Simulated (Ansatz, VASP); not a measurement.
Ca: VASP beside Ansatz

```
Ca
1.0
     0.00000    2.79420    3.01774
     2.79420    0.00000    3.01774
     2.79420    2.79420    0.00000
Ca
1
Direct
  0.00000 0.00000 0.00000
```

Change from the starting cell: strain +0.000 along x and y, +0.080 along z, atoms carried along.

Alike in both runs: task single point; functional LDA; k mesh 14 × 14 × 14; occupations gaussian, width 0.15 eV; no spin polarisation.

|  | VASP | Ansatz |
| --- | --- | --- |
| version | VASP 6.6.1 | Ansatz 0.2.0 |
| potentials or method | VASP PAW LDA potentials, release 64 (Ca_sv), cutoff 520 eV | scalar-relativistic, plane waves, PAW |
| valence electrons in the cell | 10 | 10 |

```tsv
	VASP	Ansatz	Ansatz less VASP
gap on the k mesh at the Fermi level (eV)	none	none	-
pressure (GPa)	-2.9	-2.9	0.00
traceless stress, the component that is largest in VASP (GPa)	-0.50	-0.50	-0.001
```

LDA's correlation is that of Perdew and Zunger in VASP and of Perdew and Wang (1992) in Ansatz. A gap of «none» marks a metal or a gap that the smearing closes.
